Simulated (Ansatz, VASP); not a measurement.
Two plane-wave programs on CdSe

```
Cd Se
1.0
     4.29850    0.00000    0.00000
    -2.14925    3.72261    0.00000
     0.00000    0.00000    7.01520
Cd Se
2 2
Direct
  0.66667 0.33333 0.00000
  0.33333 0.66667 0.50000
  0.66667 0.33333 0.37500
  0.33333 0.66667 0.87500
```

Alike in both runs: task single point; functional PBEsol; k mesh 10 × 10 × 6; occupations gaussian, width 0.05 eV; no spin polarisation.

|  | VASP | Ansatz |
| --- | --- | --- |
| version | VASP 6.6.1 | Ansatz 0.2.0 |
| potentials or method | VASP PAW PBE potentials, release 64 (Cd, Se), cutoff 520 eV | scalar-relativistic, plane waves, PAW |
| valence electrons in the cell | 36 | 72 |

|  | VASP | Ansatz | Ansatz less VASP |
| --- | --- | --- | --- |
| gap on the k mesh at the Fermi level (eV) | 0.54 | 0.54 | -0.001 |
| least direct gap on the mesh (eV) | 0.54 | 0.54 | -0.001 |
| pressure (GPa) | 0.5 | 0.1 | -0.34 |
| traceless stress, the component that is largest in VASP (GPa) | 0.12 | 0.11 | -0.009 |
| rms of the force components (eV/Å) | 0.013 | 0.014 | +0.0002 |

VASP's potentials were made for PBE, not for PBEsol. Atom by atom the forces differ by 0.000 eV/Å (rms over components). With one functional, cell and mesh, what is left measures potentials, basis and numerics. VASP's potentials hold 36 valence electrons a cell and Ansatz's 72, so a difference there can come from the potentials and not from the codes.
